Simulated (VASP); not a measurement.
BeS:

```
Be S
1.0
     2.94139    0.00000    0.00000
     0.00000    2.94139    0.00000
     0.00000    0.00000    2.94139
Be S
1 1
Direct
  0.00000 0.00000 0.00000
  0.50000 0.50000 0.50000
```

Base run:

| Item | Value |
| --- | --- |
| Program | VASP 6.6.1 |
| Functional | PBE |
| Potentials or basis | VASP PAW PBE potentials, release 64 (Be, S) |
| Cutoff | 600 eV |
| k mesh | 6 × 6 × 6 |
| Occupations | fermi-dirac, width 0.02 eV |
| Spin | no spin polarisation |

Its results: pressure -2.3 GPa.

Question: The run is repeated on the same cell with these changes: k mesh from 6 × 6 × 6 to 2 × 2 × 2. What comes out?

Answer: Pressure -4.5 GPa.

Caveats: some runs use coarse meshes.
